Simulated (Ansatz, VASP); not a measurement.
## Be2C: VASP beside Ansatz

```
C Be
1.0
     0.00000    2.16049    2.16049
     2.16049    0.00000    2.16049
     2.16049    2.16049    0.00000
C Be
1 2
Direct
  0.00000 0.00000 0.00000
  0.25000 0.25000 0.25000
  0.75000 0.75000 0.75000
```

Alike in both runs: task single point; functional r2SCAN; k mesh 8 × 8 × 8; no spin polarisation.

|  | VASP | Ansatz |
| --- | --- | --- |
| version | VASP 6.6.1 | Ansatz 0.2.0 |
| potentials or method | VASP PAW PBE potentials, release 64 (C, Be) | plane waves |
| plane-wave cutoff (eV) | 660 | 500 |
| occupations | methfessel-paxton of order 1, width 0.001 eV | cold, width 0.001 eV |
| valence electrons in the cell | 8 | 8 |

```csv
,VASP,Ansatz,Ansatz less VASP
gap on the k mesh at the Fermi level (eV),1.53,1.53,+0.005
pressure (GPa),0.8,0.0,-0.79
```

VASP's potentials were made for PBE, not for r2SCAN.
